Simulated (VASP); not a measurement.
Wanted: the native input for a VASP 6.6.1 run.

* Task: single point
* Functional: r2SCAN
* Potentials or basis: VASP PAW PBE potentials, release 64 (Na_pv, I)
* Cutoff: 520 eV
* k mesh: 8 × 8 × 8
* Occupations: gaussian, width 0.05 eV
* Spin: no spin polarisation
* Dipole correction: no
* Further INCAR settings: ALGO = Normal; EDIFF = 1e-06; NBANDS = 14

Crystal: NaI.

```xyz
2
Lattice="0.0000 3.5159 2.7424 3.5159 0.0000 2.7424 3.5159 3.5159 0.0000" Properties=species:S:1:pos:R:3 pbc="T T T"
Na    0.0000    0.0000    0.0000
I     3.5159    3.5159    2.7424
```

This cell differs from its parent crystal: ratio of the length along z to the lengths across it x 0.78, volume and fractional coordinates fixed.

One way to write it, as run:

POSCAR

```
NaI
1.0
    0.0000000000      3.5158525921      2.7423650218
    3.5158525921      0.0000000000      2.7423650218
    3.5158525921      3.5158525921      0.0000000000
Na I
1 1
Direct
    0.0000000000      0.0000000000      0.0000000000
    0.5000000000      0.5000000000      0.5000000000
```

INCAR.step1

```
PREC     = Accurate       # precision mode
ENCUT    = 520            # plane-wave cutoff, eV
ISMEAR   = 0              # smearing method
SIGMA    = 0.05           # smearing width, eV
LREAL    = False          # projectors in reciprocal space
LASPH    = True           # aspherical terms in the spheres
NELM     = 80             # most SCF steps
NBANDS   = 14             # bands
GGA      = PE             # functional
ALGO     = Normal         # electronic algorithm
EDIFF    = 1E-4           # SCF threshold, eV
LWAVE    = True           # write WAVECAR
LCHARG   = False          # write CHGCAR
```

INCAR.step2

```
PREC     = Accurate       # precision mode
ENCUT    = 520            # plane-wave cutoff, eV
EDIFF    = 1E-6           # SCF threshold, eV
ISMEAR   = 0              # smearing method
SIGMA    = 0.05           # smearing width, eV
LREAL    = False          # projectors in reciprocal space
LASPH    = True           # aspherical terms in the spheres
NELM     = 80             # most SCF steps
ALGO     = Normal         # electronic algorithm
ISIF     = 2              # what is computed and relaxed
LWAVE    = False          # write WAVECAR
LCHARG   = False          # write CHGCAR
METAGGA  = R2SCAN         # meta-GGA
LMIXTAU  = True         
NBANDS   = 14             # bands
ISTART   = 1
```

KPOINTS

```
Automatic mesh
0
Gamma
  8 8 8
```

Potentials or basis: VASP PAW PBE potentials, release 64 (Na_pv, I).

Command:

```bash
$ cat potpaw_PBE.64/Na_pv/POTCAR potpaw_PBE.64/I/POTCAR > POTCAR
$ cp INCAR.step1 INCAR
$ mpirun -np 1 vasp_std > vasp.out
$ cp INCAR.step2 INCAR
$ mpirun -np 1 vasp_std > vasp.out
```

Results of the run:

```yaml
Pressure: 3.0 GPa
Band_gap_on_the_k_mesh: 4.37 eV
```

Caveat: the PAW data sets were made with another functional, which shifts forces and pressure a little; spin-orbit coupling is left out, which moves the levels of the heavy elements.

Wall time 7.3 min on 1 thread of AMD EPYC 7R43 64-Core Processor (Zen 3), on a shared host, peak memory 0.21 GiB.
